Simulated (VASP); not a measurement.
# TiAl3 (I4/mmm) in VASP: further runs

The runs below take TiAl3 through single point, with PBE.

Everything below comes from runs of VASP 6.6.1. Logs are shortened: lines on timing, memory, paths and dates and some standing lists are left out, and cuts for length are marked.

### Step 1. The cell of the first run

Symmetry: I4/mmm, No. 139, tetragonal system. The conventional cell has a = 3.689 Å, b = 3.689 Å, c = 8.247 Å, α = 90.00°, β = 90.00°, γ = 90.00°. Within 3.4 Å of Ti (site symmetry 4/mmm) lie 12 Al at 2.61 to 2.77 Å. Within 3.4 Å of Al (site symmetry 4/mmm) lie 4 Ti at 2.61 Å and 8 Al at 2.77 Å. Within 3.4 Å of Al (site symmetry -4m2) lie 8 Al at 2.61 to 2.77 Å and 4 Ti at 2.77 Å.

### Step 2. Single point, PBE (14.03 Å³/atom)

The input, INCAR:

```
SYSTEM = TiAl3
ALGO     = Fast           ! electronic algorithm
EDIFF    = 1E-6           ! SCF threshold, eV
ENCUT    = 520            ! plane-wave cutoff, eV
GGA      = PE             ! functional
ISIF     = 2              ! what is computed and relaxed
ISMEAR   = 0              ! smearing method
LASPH    = .True.         ! aspherical terms in the spheres
LCHARG   = .False.        ! write CHGCAR
LREAL    = .False.        ! projectors in reciprocal space
LWAVE    = .False.        ! write WAVECAR
NBANDS   = 18             ! bands
NELM     = 60             ! most SCF steps
PREC     = Accurate       ! precision mode
SIGMA    = 0.1            ! smearing width, eV
```

The input, KPOINTS:

```
k-points
0
Gamma
  18 18 18
  0 0 0
```

The input, POSCAR:

```
TiAl3
1.0
   -1.8442561063      1.8442561063      4.1235802329
    1.8442561063     -1.8442561063      4.1235802329
    1.8442561063      1.8442561063     -4.1235802329
Ti Al
1 3
Direct
    0.0000000000      0.0000000000      0.0000000000
    0.5000000000      0.5000000000      0.0000000000
    0.7500000000      0.2500000000      0.5000000000
    0.2500000000      0.7500000000      0.5000000000
```

Potentials or basis: VASP PAW PBE potentials, release 64 (Ti_sv, Al).

The run is started by

```sh
> cat potpaw_PBE.64/Ti_sv/POTCAR potpaw_PBE.64/Al/POTCAR > POTCAR
> mpirun -np 1 vasp_std > vasp.out
```

OUTCAR:

```text
SYSTEM = TiAl3
   EDIFF = 1E-6
   ENCUT = 520
   GGA = PE
   ISIF = 2
   ISMEAR = 0
   LASPH = .True.
   LREAL = .False.
   NELM = 60
   PREC = Accurate

 ion  position               nearest neighbor table
   1  0.000  0.000  0.000-   2 2.61   2 2.61   2 2.61   2 2.61   4 2.77   3 2.77   4 2.77   4 2.77
                             3 2.77   3 2.77   4 2.77   3 2.77
   2  0.500  0.500  0.000-   1 2.61   1 2.61   1 2.61   1 2.61   4 2.77   3 2.77   4 2.77   3 2.77
                             4 2.77   4 2.77   3 2.77   3 2.77
   3  0.750  0.250  0.500-   4 2.61   4 2.61   4 2.61   4 2.61   2 2.77   1 2.77   2 2.77   1 2.77
                             2 2.77   2 2.77   1 2.77   1 2.77
   4  0.250  0.750  0.500-   3 2.61   3 2.61   3 2.61   3 2.61   2 2.77   1 2.77   2 2.77   2 2.77
                             1 2.77   1 2.77   2 2.77   1 2.77

  LATTYP: Found a body centered tetragonal cell.
 ALAT       =     3.6885122126
 C/A-ratio  =     2.2359043404

  Lattice vectors:

 A1 = (  -1.8442561063,   1.8442561063,   4.1235802329)
 A2 = (   1.8442561063,  -1.8442561063,   4.1235802329)
 A3 = (   1.8442561063,   1.8442561063,  -4.1235802329)

Analysis of symmetry for initial positions (statically):
=====================================================================
 Subroutine PRICEL returns:
 Original cell was already a primitive cell.

 Routine SETGRP: Setting up the symmetry group for a
 body centered tetragonal supercell.

 Subroutine GETGRP returns: Found 16 space group operations
 (whereof 16 operations were pure point group operations)
 out of a pool of 16 trial point group operations.

The static configuration has the point symmetry D_4h.

Analysis of symmetry for dynamics (positions and initial velocities):
=====================================================================
 Subroutine PRICEL returns:
 Original cell was already a primitive cell.

 Routine SETGRP: Setting up the symmetry group for a
 body centered tetragonal supercell.

 Subroutine GETGRP returns: Found 16 space group operations
 (whereof 16 operations were pure point group operations)
 out of a pool of 16 trial point group operations.

The dynamic configuration has the point symmetry D_4h.

 Subroutine INISYM returns: Found 16 space group operations
 (whereof 16 operations are pure point group operations),
 and found     1 'primitive' translations

----------------------------------------------------------------------------------------

[... 93 lines left out ...]
   LASPH  =      T    aspherical Exc in radial PAW
   ENCUT  =  520.0 eV  38.22 Ry    6.18 a.u.   9.07  9.07  9.07*2*pi/ulx,y,z
   NELM   =     60;   NELMIN=  2; NELMDL= -5     # of ELM steps
   EDIFF  = 0.1E-05   stopping-criterion for ELM
   LREAL  =      F    real-space projection
   EDIFFG = 0.1E-04   stopping-criterion for IOM
   NSW    =      0    number of steps for IOM
   IBRION =     -1    ionic relax: 0-MD 1-quasi-New 2-CG
   NFREE  =      0    steps in history (QN), initial steepest desc. (CG)
   ISIF   =      2    stress and relaxation
   ISYM   =      2    0-nonsym 1-usesym 2-fastsym
   POTIM  = 0.5000    time-step for ionic-motion
   TEBEG  =    0.0;   TEEND  =   0.0 temperature during run
   PSTRESS=    0.0 pullay stress
   NELECT =      21.0000    total number of electrons
   NUPDOWN=      -1.0000    fix difference up-down
   EMIN   =  10.00;   EMAX   =-10.00  energy-range for DOS
   EFERMI =   0.00;   METHOD = LEGACY
   ISMEAR =     0;   SIGMA  =   0.10  broadening in eV -4-tet -1-fermi 0-gaus
   EFERMI_NEDOS =   21; number of points for ismear=-14 and -15
   IALGO  =     68    algorithm
   IMIX   =      4    mixing-type and parameters
     AMIX     =   0.40;   BMIX     =  1.00
     AMIX_MAG =   1.60;   BMIX_MAG =  1.00
  volume/ion in A,a.u.               =      14.03        94.65
  Fermi-wavevector in a.u.,A,eV,Ry     =   1.179838  2.229570 18.939543  1.392017
  Thomas-Fermi vector in A             =   2.316141
   LORBIT       =      0    0 simple, 1 ext, 2 COOP (PROOUT), +10 PAW based schemes
   GGA     = PE    functional components
   LHFCALC =     F    Hartree Fock is set to
   AEXX    =    0.0000 exact exchange contribution
   IVDW    =     0    specifies the selected vdW correction
   LEPSILON=     F    determine dielectric tensor
   LRPA    =     F    only Hartree local field effects (RPA)
 non-spin polarized calculation
 RMM-DIIS sequential band-by-band and
 Gauss-broadening in eV      SIGMA  =   0.10
  energy-cutoff  :      520.00
  volume of cell :       56.10
 maximum number of plane-waves:      1531
   NGX = 19   NGY = 19   NGZ = 19

 number of electron      21.0000003 magnetization

 Free energy of the ion-electron system (eV)
  ---------------------------------------------------
  ext. energy  EPLUGINS =         0.00000000
  ---------------------------------------------------
  free energy    TOTEN  =       -20.29119117 eV

  energy without entropy =      -20.28336263  energy(sigma->0) =      -20.28727690

 E-fermi :   9.5119     XC(G=0): -11.2380

 val. band max:        9.5110270177   @ k =  -0.3889  -0.4444   0.2222
 cond. band min:       9.5125917526   @ k =  -0.3333  -0.3333   0.2778
 fundamental gap:      0.0015647348
 Fermi energy:         9.5118551911

 k-point     1 :       0.0000    0.0000    0.0000
  band No.  band energies     occupation
      1     -46.6109      2.00000
      2     -22.9594      2.00000
      3     -22.9594      2.00000
      4     -22.8802      2.00000
      5      -1.1965      2.00000
      6       6.5571      2.00000
[... 481 lines left out ...]
      5      -0.5461      2.00000
      6       5.4385      2.00000
[... 10 lines left out ...]
     17      14.4400      0.00000
     18      15.5665      0.00000

 [... further k-points ...]
[... 5 lines left out ...]
  --------------------------------------------------------------------------------------
  -------------------------------------------------------------------------------------
  Total        6.1061301      6.1061301      6.0777283      0.0000000      0.0000000      0.0000000
  in kB      174.3812286    174.3812286    173.5701198      0.0000000      0.0000000      0.0000000
  external PRESSURE =     174.1108590 kB  Pullay stress =       0.0000000 kB

 VOLUME and BASIS-vectors are now :
 -----------------------------------------------------------------------------
  energy-cutoff  :      520.00
  volume of cell :       56.10
      direct lattice vectors                 reciprocal lattice vectors
    -1.844256106  1.844256106  4.123580233     0.000000000  0.271112021  0.121253855
     1.844256106 -1.844256106  4.123580233     0.271112021  0.000000000  0.121253855
     1.844256106  1.844256106 -4.123580233     0.271112021  0.271112021  0.000000000

 POSITION                                       TOTAL-FORCE (eV/Angst)
 -----------------------------------------------------------------------------------
      0.00000      0.00000      0.00000        -0.000000      0.000000      0.000000
      0.00000      0.00000      4.12358        -0.000000      0.000000      0.000000
     -0.00000      1.84426      2.06179         0.000000      0.000000      0.000000
      1.84426     -0.00000      2.06179        -0.000000     -0.000000     -0.000000
 -----------------------------------------------------------------------------------
    total drift:                               -0.000000      0.000000      0.000000

  FREE ENERGIE OF THE ION-ELECTRON SYSTEM (eV)
  ---------------------------------------------------
  free  energy   TOTEN  =       -20.2911911669 eV

  energy  without entropy=      -20.2833626349  energy(sigma->0) =      -20.28727690
```

It took 9.8 min on 1 thread of Intel Xeon 6975P-C (Granite Rapids), shared host; peak memory 0.56 GiB.

What came out:

| Quantity | Value |
| --- | --- |
| Free energy | -20.2912 eV |
| Pressure | 17.4 GPa |
| Band gap on the k mesh | zero (an odd number of electrons rules out a gap without spin polarisation) |

Stress tensor (GPa, compression positive):
```
17.44  0.00  0.00
 0.00 17.44  0.00
 0.00  0.00 17.36
```

Levels at points of the mesh, in eV from the Fermi level:
```csv
k point,band 9,band 10,band 11,band 12,band 13,band 14
"(0.00, 0.00, 0.00)",-1.35,-1.35,0.93,1.99,1.99,2.26
"(0.50, 0.00, 0.00)",-1.15,-0.32,0.56,2.11,2.27,3.08
"(0.50, 0.50, 0.00)",-2.79,-2.27,-1.11,2.07,2.26,2.92
"(0.50, 0.50, 0.50)",-0.89,-0.30,0.75,0.75,1.08,3.28
```

Caveat: the cell stands under pressure.

### Step 3. Single point, PBE (14.50 Å³/atom)

This run uses another cell than the first one, of 14.50 Å³/atom.

The input, INCAR:

```
PREC     = Accurate       # precision mode
ENCUT    = 520            # plane-wave cutoff, eV
EDIFF    = 1E-7           # SCF threshold, eV
ISMEAR   = 0              # smearing method
SIGMA    = 0.1            # smearing width, eV
LREAL    = False          # projectors in reciprocal space
LASPH    = True           # aspherical terms in the spheres
NELM     = 80             # most SCF steps
ALGO     = Fast           # electronic algorithm
ISIF     = 2              # what is computed and relaxed
LWAVE    = False          # write WAVECAR
LCHARG   = False          # write CHGCAR
GGA      = PE             # functional
NBANDS   = 18             # bands
```

The input, KPOINTS:

```
regular mesh
0
Gamma
  18 18 18
```

The input, POSCAR:

```
TiAl3
1.0
   -1.8649798196      1.8649798196      4.1699164734
    1.8649798196     -1.8649798196      4.1699164734
    1.8649798196      1.8649798196     -4.1699164734
Ti Al
1 3
Direct
    0.0000000000      0.0000000000      0.0000000000
    0.5000000000      0.5000000000      0.0000000000
    0.7500000000      0.2500000000      0.5000000000
    0.2500000000      0.7500000000      0.5000000000
```

Potentials or basis: VASP PAW PBE potentials, release 64 (Ti_sv, Al).

The run is started by

```sh
> cat potpaw_PBE.64/Ti_sv/POTCAR potpaw_PBE.64/Al/POTCAR > POTCAR
> mpirun -np 1 vasp_std > vasp.out
```

OUTCAR:

```text
PREC = Accurate
   ENCUT = 520
   EDIFF = 1E-7
   ISMEAR = 0
   LREAL = False
   LASPH = True
   NELM = 80
   ISIF = 2
   GGA = PE

 ion  position               nearest neighbor table
   1  0.000  0.000  0.000-   2 2.64   2 2.64   2 2.64   2 2.64   4 2.80   3 2.80   4 2.80   4 2.80
                             3 2.80   3 2.80   4 2.80   3 2.80
   2  0.500  0.500  0.000-   1 2.64   1 2.64   1 2.64   1 2.64   4 2.80   3 2.80   4 2.80   3 2.80
                             4 2.80   4 2.80   3 2.80   3 2.80
   3  0.750  0.250  0.500-   4 2.64   4 2.64   4 2.64   4 2.64   2 2.80   1 2.80   2 2.80   1 2.80
                             2 2.80   2 2.80   1 2.80   1 2.80
   4  0.250  0.750  0.500-   3 2.64   3 2.64   3 2.64   3 2.64   2 2.80   1 2.80   2 2.80   2 2.80
                             1 2.80   1 2.80   2 2.80   1 2.80

  LATTYP: Found a body centered tetragonal cell.
 ALAT       =     3.7299596392
 C/A-ratio  =     2.2359043404

  Lattice vectors:

 A1 = (  -1.8649798196,   1.8649798196,   4.1699164734)
 A2 = (   1.8649798196,  -1.8649798196,   4.1699164734)
 A3 = (   1.8649798196,   1.8649798196,  -4.1699164734)

Analysis of symmetry for initial positions (statically):
=====================================================================
 Subroutine PRICEL returns:
 Original cell was already a primitive cell.

 Routine SETGRP: Setting up the symmetry group for a
 body centered tetragonal supercell.

 Subroutine GETGRP returns: Found 16 space group operations
 (whereof 16 operations were pure point group operations)
 out of a pool of 16 trial point group operations.

The static configuration has the point symmetry D_4h.

Analysis of symmetry for dynamics (positions and initial velocities):
=====================================================================
 Subroutine PRICEL returns:
 Original cell was already a primitive cell.

 Routine SETGRP: Setting up the symmetry group for a
 body centered tetragonal supercell.

 Subroutine GETGRP returns: Found 16 space group operations
 (whereof 16 operations were pure point group operations)
 out of a pool of 16 trial point group operations.

[... 122 lines left out ...]
   IMIX   =      4    mixing-type and parameters
     AMIX     =   0.40;   BMIX     =  1.00
     AMIX_MAG =   1.60;   BMIX_MAG =  1.00
  volume/ion in A,a.u.               =      14.50        97.88
  Fermi-wavevector in a.u.,A,eV,Ry     =   1.166727  2.204795 18.520968  1.361253
  Thomas-Fermi vector in A             =   2.303237
   LORBIT       =      0    0 simple, 1 ext, 2 COOP (PROOUT), +10 PAW based schemes
   GGA     = PE    functional components
   LHFCALC =     F    Hartree Fock is set to
   AEXX    =    0.0000 exact exchange contribution
   IVDW    =     0    specifies the selected vdW correction
   LEPSILON=     F    determine dielectric tensor
   LRPA    =     F    only Hartree local field effects (RPA)
 non-spin polarized calculation
 RMM-DIIS sequential band-by-band and
 Gauss-broadening in eV      SIGMA  =   0.10
  energy-cutoff  :      520.00
  volume of cell :       58.01
 maximum number of plane-waves:      1592
 NGX is ok and might be reduce to    40
   NGX = 19   NGY = 19   NGZ = 19

 number of electron      21.0000000 magnetization

 Free energy of the ion-electron system (eV)
  ---------------------------------------------------
  ext. energy  EPLUGINS =         0.00000000
  ---------------------------------------------------
  free energy    TOTEN  =       -20.46650000 eV

  energy without entropy =      -20.45849150  energy(sigma->0) =      -20.46249575

 E-fermi :   9.1487     XC(G=0): -11.0993

 val. band max:        9.1456972850   @ k =  -0.2222   0.2222   0.2222
 cond. band min:       9.1509158301   @ k =  -0.3333  -0.3333   0.2778
 fundamental gap:      0.0052185450
 Fermi energy:         9.1487126189

 k-point     1 :       0.0000    0.0000    0.0000
  band No.  band energies     occupation
      1     -47.0769      2.00000
      2     -23.4151      2.00000
      3     -23.4151      2.00000
      4     -23.3355      2.00000
      5      -1.3804      2.00000
      6       6.2283      2.00000
[... 481 lines left out ...]
      5      -0.7462      2.00000
      6       5.1492      2.00000
[... 10 lines left out ...]
     17      13.8702      0.00000
     18      15.0021      0.00000

 [... further k-points ...]
[... 5 lines left out ...]
  --------------------------------------------------------------------------------------
  -------------------------------------------------------------------------------------
  Total        4.3425768      4.3425768      4.3668170      0.0000000      0.0000000      0.0000000
  in kB      119.9285174    119.9285174    120.5979567      0.0000000      0.0000000      0.0000000
  external PRESSURE =     120.1516639 kB  Pullay stress =       0.0000000 kB

 VOLUME and BASIS-vectors are now :
 -----------------------------------------------------------------------------
  energy-cutoff  :      520.00
  volume of cell :       58.01
      direct lattice vectors                 reciprocal lattice vectors
    -1.864979820  1.864979820  4.169916473     0.000000000  0.268099416  0.119906479
     1.864979820 -1.864979820  4.169916473     0.268099416  0.000000000  0.119906479
     1.864979820  1.864979820 -4.169916473     0.268099416  0.268099416  0.000000000

 POSITION                                       TOTAL-FORCE (eV/Angst)
 -----------------------------------------------------------------------------------
      0.00000      0.00000      0.00000        -0.000000      0.000000     -0.000000
      0.00000      0.00000      4.16992        -0.000000      0.000000     -0.000000
      0.00000      1.86498      2.08496        -0.000000     -0.000000      0.000000
      1.86498      0.00000      2.08496         0.000000     -0.000000      0.000000
 -----------------------------------------------------------------------------------
    total drift:                               -0.000000     -0.000000     -0.000000

  FREE ENERGIE OF THE ION-ELECTRON SYSTEM (eV)
  ---------------------------------------------------
  free  energy   TOTEN  =       -20.4664999957 eV

  energy  without entropy=      -20.4584915046  energy(sigma->0) =      -20.46249575
```

OSZICAR:

```text
N       E                     dE             d eps       ncg     rms          rms(c)
DAV:   1     0.125425995710E+03    0.12543E+03   -0.92544E+03 17280   0.109E+03
DAV:   2    -0.135801003331E+02   -0.13901E+03   -0.13535E+03 17490   0.291E+02
DAV:   3    -0.221080669070E+02   -0.85280E+01   -0.83589E+01 26666   0.669E+01
[... 30 lines left out ...]
RMM:  34    -0.204664995811E+02   -0.14668E-06   -0.17229E-06 16167   0.298E-03    0.772E-04
RMM:  35    -0.204664997207E+02   -0.13961E-06   -0.16644E-06 15971   0.286E-03    0.858E-04
RMM:  36    -0.204664998262E+02   -0.10542E-06   -0.12561E-06 16005   0.275E-03    0.845E-04
RMM:  37    -0.204664999242E+02   -0.98052E-07   -0.12281E-06 15555   0.263E-03    0.885E-04
RMM:  38    -0.204664999957E+02   -0.71511E-07   -0.94050E-07 15721   0.259E-03
   1 F= -.20466500E+02 E0= -.20462496E+02  d E =-.800849E-02
```

Wall time 23 min (1 thread of Intel Xeon 6975P-C (Granite Rapids), shared host); peak memory 0.61 GiB.

Results:

```
Free energy            : -20.4665 eV
Pressure               : 12.0 GPa
Band gap on the k mesh : zero (an odd number of electrons rules out a gap without spin polarisation)
```

Caveat: the cell stands under pressure.
